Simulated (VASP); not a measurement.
# P in VASP: a series of runs

P is run at these levels: PBEsol; tasks: single point.

Program: VASP 6.6.1. These are calculated values, not measurements. Logs are shortened: lines on timing, memory, paths and dates and some standing lists are left out, and cuts for length are marked.

## (1) The cell of the first run

The cell holds a slab with vacuum, 4 atoms: a = 3.366 Å, b = 35.728 Å, c = 4.748 Å, α = 90.00°, β = 90.00°, γ = 90.00°.

## (2) Single point, PBEsol (strain +0.025 along x and y, +0.025 along z)

INCAR reads:

```
  PREC = Accurate
  ENCUT = 520
  EDIFF = 1E-7
  ISMEAR = 0
  SIGMA = 0.05
  LREAL = F
  LASPH = T
  NELM = 80
  ALGO = Normal
  ISIF = 2
  LWAVE = F
  LCHARG = F
  GGA = PS
  NBANDS = 18
```

KPOINTS reads:

```
regular mesh
0
Gamma
  8 1 6
```

POSCAR reads:

```
P
1.0
    3.3658209130      0.0000000000      0.0000000000
    0.0000000000     35.7284567647      0.0000000000
    0.0000000000      0.0000000000      4.7478868277
P
4
Direct
    0.0000000000      0.9702614300      0.5921507200
    0.0000000000      0.0297385700      0.4078492800
    0.5000000000      0.0297385700      0.0921507200
    0.5000000000      0.9702614300      0.9078492800
```

Potentials or basis: VASP PAW PBE potentials, release 64 (P).

Started as:

```console
$ cat potpaw_PBE.64/P/POTCAR > POTCAR
$ mpirun -np 1 vasp_std > vasp.out
```

OUTCAR:

```text
PREC = Accurate
   ENCUT = 520
   EDIFF = 1E-7
   ISMEAR = 0
   LREAL = F
   LASPH = T
   NELM = 80
   ISIF = 2
   GGA = PS

 ion  position               nearest neighbor table
   1  0.000  0.970  0.592-   4 2.25   4 2.25   2 2.30
   2  0.000  0.030  0.408-   3 2.25   3 2.25   1 2.30
   3  0.500  0.030  0.092-   2 2.25   2 2.25   4 2.30
   4  0.500  0.970  0.908-   1 2.25   1 2.25   3 2.30

  LATTYP: Found a simple orthorhombic cell.
 ALAT       =     3.3658209130
 B/A-ratio  =     1.4106177810
 C/A-ratio  =    10.6150795566

  Lattice vectors:

 A1 = (  -3.3658209130,   0.0000000000,   0.0000000000)
 A2 = (   0.0000000000,   0.0000000000,   4.7478868277)
 A3 = (   0.0000000000,  35.7284567647,   0.0000000000)

Analysis of symmetry for initial positions (statically):
=====================================================================
 Subroutine PRICEL returns:
 Original cell was already a primitive cell.

 Routine SETGRP: Setting up the symmetry group for a
 simple orthorhombic supercell.

 Subroutine GETGRP returns: Found  8 space group operations
 (whereof  4 operations were pure point group operations)
 out of a pool of  8 trial point group operations.

The static configuration has the point symmetry C_2h.
 The point group associated with its full space group is D_2h.

Analysis of symmetry for dynamics (positions and initial velocities):
=====================================================================
 Subroutine PRICEL returns:
 Original cell was already a primitive cell.

 Routine SETGRP: Setting up the symmetry group for a
 simple orthorhombic supercell.

 Subroutine GETGRP returns: Found  8 space group operations
 (whereof  4 operations were pure point group operations)
 out of a pool of  8 trial point group operations.

The dynamic configuration has the point symmetry C_2h.
 The point group associated with its full space group is D_2h.

 Subroutine INISYM returns: Found  8 space group operations
 (whereof  4 operations are pure point group operations),
 and found     1 'primitive' translations

----------------------------------------------------------------------------------------

                                     Primitive cell

[... 86 lines left out ...]
   LASPH  =      T    aspherical Exc in radial PAW
   ENCUT  =  520.0 eV  38.22 Ry    6.18 a.u.   6.26 66.43  8.83*2*pi/ulx,y,z
   NELM   =     80;   NELMIN=  2; NELMDL= -5     # of ELM steps
   EDIFF  = 0.1E-06   stopping-criterion for ELM
   LREAL  =      F    real-space projection
   EDIFFG = 0.1E-05   stopping-criterion for IOM
   NSW    =      0    number of steps for IOM
   IBRION =     -1    ionic relax: 0-MD 1-quasi-New 2-CG
   NFREE  =      0    steps in history (QN), initial steepest desc. (CG)
   ISIF   =      2    stress and relaxation
   ISYM   =      2    0-nonsym 1-usesym 2-fastsym
   POTIM  = 0.5000    time-step for ionic-motion
   TEBEG  =    0.0;   TEEND  =   0.0 temperature during run
   PSTRESS=    0.0 pullay stress
   NELECT =      20.0000    total number of electrons
   NUPDOWN=      -1.0000    fix difference up-down
   EMIN   =  10.00;   EMAX   =-10.00  energy-range for DOS
   EFERMI =   0.00;   METHOD = LEGACY
   ISMEAR =     0;   SIGMA  =   0.05  broadening in eV -4-tet -1-fermi 0-gaus
   EFERMI_NEDOS =   21; number of points for ismear=-14 and -15
   IALGO  =     38    algorithm
   IMIX   =      4    mixing-type and parameters
     AMIX     =   0.40;   BMIX     =  1.00
     AMIX_MAG =   1.60;   BMIX_MAG =  1.00
  volume/ion in A,a.u.               =     142.74       963.26
  Fermi-wavevector in a.u.,A,eV,Ry     =   0.535652  1.012236  3.903829  0.286923
  Thomas-Fermi vector in A             =   1.560614
   LORBIT       =      0    0 simple, 1 ext, 2 COOP (PROOUT), +10 PAW based schemes
   GGA     = PS    functional components
   LHFCALC =     F    Hartree Fock is set to
   AEXX    =    0.0000 exact exchange contribution
   IVDW    =     0    specifies the selected vdW correction
   LEPSILON=     F    determine dielectric tensor
   LRPA    =     F    only Hartree local field effects (RPA)
 non-spin polarized calculation
 Gauss-broadening in eV      SIGMA  =   0.05
  energy-cutoff  :      520.00
  volume of cell :      570.96
 maximum number of plane-waves:     15440
 NGX is ok and might be reduce to    28
   NGX = 13   NGY =133   NGZ = 17

 number of electron      20.0000001 magnetization

 Free energy of the ion-electron system (eV)
  ---------------------------------------------------
  ext. energy  EPLUGINS =         0.00000000
  ---------------------------------------------------
  free energy    TOTEN  =       -22.70679855 eV

  energy without entropy =      -22.70679855  energy(sigma->0) =      -22.70679855

 E-fermi :  -3.4209     XC(G=0):  -1.6905

 val. band max:       -3.6317576259   @ k =   0.0000   0.0000   0.0000
 cond. band min:      -2.6872059970   @ k =   0.0000   0.0000   0.0000
 fundamental gap:      0.9445516289
 Fermi energy:        -3.4209085930

 k-point     1 :       0.0000    0.0000    0.0000
  band No.  band energies     occupation
      1     -18.1849      2.00000
      2     -15.8855      2.00000
      3     -12.7091      2.00000
      4      -9.0597      2.00000
      5      -8.4638      2.00000
      6      -7.8624      2.00000
[... 397 lines left out ...]
      5      -8.3794      2.00000
      6      -8.3794      2.00000
[... 10 lines left out ...]
     17       2.8408      0.00000
     18       2.8408      0.00000

------------------------ aborting loop because EDIFF is reached ----------------------------------------

  FORCE on cell =-STRESS in cart. coord.  units (eV):
  Direction    XX          YY          ZZ          XY          YZ          ZX
  --------------------------------------------------------------------------------------
  -------------------------------------------------------------------------------------
  Total       -3.7595509     -1.7274209     -2.6715262      0.0000000      0.0000000      0.0000000
  in kB      -10.5497199     -4.8473362     -7.4966011      0.0000000      0.0000000      0.0000000
  external PRESSURE =      -7.6312191 kB  Pullay stress =       0.0000000 kB

 VOLUME and BASIS-vectors are now :
 -----------------------------------------------------------------------------
  energy-cutoff  :      520.00
  volume of cell :      570.96
      direct lattice vectors                 reciprocal lattice vectors
     3.365820913  0.000000000  0.000000000     0.297104340  0.000000000  0.000000000
     0.000000000 35.728456765  0.000000000     0.000000000  0.027988894  0.000000000
     0.000000000  0.000000000  4.747886828     0.000000000  0.000000000  0.210620016

 POSITION                                       TOTAL-FORCE (eV/Angst)
 -----------------------------------------------------------------------------------
      0.00000     34.66594      2.81146         0.000000      0.403075      0.128845
      0.00000      1.06251      1.93642         0.000000     -0.403075     -0.128845
      1.68291      1.06251      0.43752         0.000000     -0.403075      0.128845
      1.68291     34.66594      4.31037         0.000000      0.403075     -0.128845
 -----------------------------------------------------------------------------------
    total drift:                                0.000000      0.000000     -0.000000

  FREE ENERGIE OF THE ION-ELECTRON SYSTEM (eV)
  ---------------------------------------------------
  free  energy   TOTEN  =       -22.7067985523 eV

  energy  without entropy=      -22.7067985523  energy(sigma->0) =      -22.70679855
```

OSZICAR:

```text
N       E                     dE             d eps       ncg     rms          rms(c)
DAV:   1     0.136611937239E+03    0.13661E+03   -0.53194E+03   720   0.707E+02
DAV:   2    -0.352260856133E+01   -0.14013E+03   -0.12951E+03  1178   0.127E+02
DAV:   3    -0.224677268751E+02   -0.18945E+02   -0.18846E+02  1000   0.566E+01
[... 17 lines left out ...]
DAV:  21    -0.227067963558E+02   -0.61463E-06   -0.65273E-09   814   0.336E-04    0.151E-03
DAV:  22    -0.227067978414E+02   -0.14856E-05   -0.24719E-08   696   0.508E-04    0.799E-04
DAV:  23    -0.227067982454E+02   -0.40393E-06   -0.40703E-09   754   0.213E-04    0.298E-04
DAV:  24    -0.227067984862E+02   -0.24087E-06   -0.14311E-09   664   0.127E-04    0.338E-05
DAV:  25    -0.227067985523E+02   -0.66045E-07    0.11032E-10   668   0.658E-05
   1 F= -.22706799E+02 E0= -.22706799E+02  d E =-.111206E-10
```

stdout:

```text
POSCAR found type information on POSCAR P
 POSCAR found :  1 types and       4 ions
 scaLAPACK will be used
 -----------------------------------------------------------------------------
|                                                                             |
|                                                                             |
|     You enforced a specific xc type in the INCAR file but a different       |
|     I HOPE YOU KNOW WHAT YOU ARE DOING!                                     |
|                                                                             |
 -----------------------------------------------------------------------------

 LDA part: xc-table for (Slater+PW92), standard interpolation
 POSCAR, INCAR and KPOINTS ok, starting setup
 FFT: planning ... GRIDC
 FFT: planning ... GRID_SOFT
 FFT: planning ... GRID
 WAVECAR not read
 entering main loop
```

Run time: 4.3 min. Hardware: 1 thread of Intel Xeon Platinum 8488C (Sapphire Rapids), shared host; peak memory 0.64 GiB.

Results:

```yaml
Free_energy: -22.7068 eV
Largest_force: 0.423 eV/Å
Band_gap_on_the_k_mesh: 0.94 eV
```

Forces on the atoms (eV/Å):
```
P    0.000  0.403  0.129
P    0.000 -0.403 -0.129
P    0.000 -0.403  0.129
P    0.000  0.403 -0.129
```

Caveat: the cell differs from its parent crystal (strain +0.025 along x and y, +0.025 along z); there is no dipole correction, which matters where the two faces differ; the PAW data sets were made with another functional, which shifts forces and pressure a little.

[end of part 1 of 2]
